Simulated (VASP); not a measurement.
SiGe2N2, 5 atoms in the cell. Symmetry: I4/mmm, No. 139, tetragonal system. The conventional cell has a = 3.638 Å, b = 3.638 Å, c = 9.546 Å, α = 90.00°, β = 90.00°, γ = 90.00°. Si (site symmetry 4/mmm) has 10 N at 2.84 to 3.57 Å and 8 Ge at 3.00 Å and 4 Si at 3.64 Å within 3.7 Å. Ge (site symmetry -4m2) has 4 N at 2.17 Å and 4 Ge at 2.57 Å within 2.9 Å. Within 2.9 Å of N (site symmetry 4mm) lie 4 Ge at 2.17 Å and 1 N at 2.41 Å and 4 Si at 2.84 Å. 

```yaml
Program: VASP 6.6.1
Task: relaxation of cell and atoms
Functional: PBE
Potentials_or_basis: VASP PAW PBE potentials, release 64 (Si, Ge_d, N)
Cutoff: 600 eV
k_mesh: 6 × 6 × 6
Occupations: gaussian, width 0.1 eV
Spin: no spin polarisation
Dipole_correction: no
Further_INCAR_settings: ALGO = Normal; EDIFF = 1e-06; IBRION = 2; EDIFFG = -0.04; NSW = 90; ISIF = 3
```

Potentials or basis: VASP PAW PBE potentials, release 64 (Si, Ge_d, N).

Run with:

```bash
$ cat potpaw_PBE.64/Si/POTCAR potpaw_PBE.64/Ge_d/POTCAR potpaw_PBE.64/N/POTCAR > POTCAR
$ mpirun -np 1 vasp_std > vasp.out
```

Hardware: 1 thread of Intel(R) Xeon(R) 6975P-C (Granite Rapids), on a shared host.

**Question.** How long does it take, and how much memory?

**Answer.** It took 8 min on 1 thread of Intel(R) Xeon(R) 6975P-C (Granite Rapids) (shared host), peak memory 0.37 GiB. Counts: scf iterations 128, k points 30, ion steps 13.
